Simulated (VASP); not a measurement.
Runs of VASP 6.6.1 on SnTe. The structure is that of space group Fm-3m (No. 225), or close to it. The cells are those of the table. 

| task | cell | cutoff (eV) | gap on the mesh (eV) | pressure (GPa) |
| --- | --- | --- | --- | --- |
| relaxation of cell and atoms | relaxed to 20 GPa from a = 4.456 Å, angles 60.0°, 2 atoms | 600 | none | 20.0 |
| single point | a = 4.510 Å, angles 60.0°, 2 atoms | 520 | 0.14 | 0.0 |
| single point | a = 4.273 Å, angles 60.0°, 2 atoms | 520 | none | (a) |
| relaxation of cell and atoms | relaxed to 5 GPa from a = 4.456 Å, angles 60.0°, 2 atoms | 600 | 0.08 | 5.0 |
| relaxation of cell and atoms | relaxed from a = 4.456 Å, angles 60.0°, 2 atoms | 600 | 0.14 | 0.0 |

Alike in all rows: level r2SCAN; potentials or basis VASP PAW PBE potentials, release 64 (Sn_d, Te); no spin polarisation; k mesh 6 × 6 × 6; smearing gaussian 0.1 eV.

Problem. Fill in the values left out.

Solution. (a) 10.1.

Caveats: the PAW data sets were made with another functional, which shifts forces and pressure a little; spin-orbit coupling is left out, which moves the levels of the heavy elements; the cell is relaxed towards a set pressure, so the enthalpy falls and the energy may rise (some runs).

A k mesh can miss the band edges, and the runs leave out spin-orbit coupling on Sn, Te.

A gap of «none» marks levels without a gap at the run's occupations.
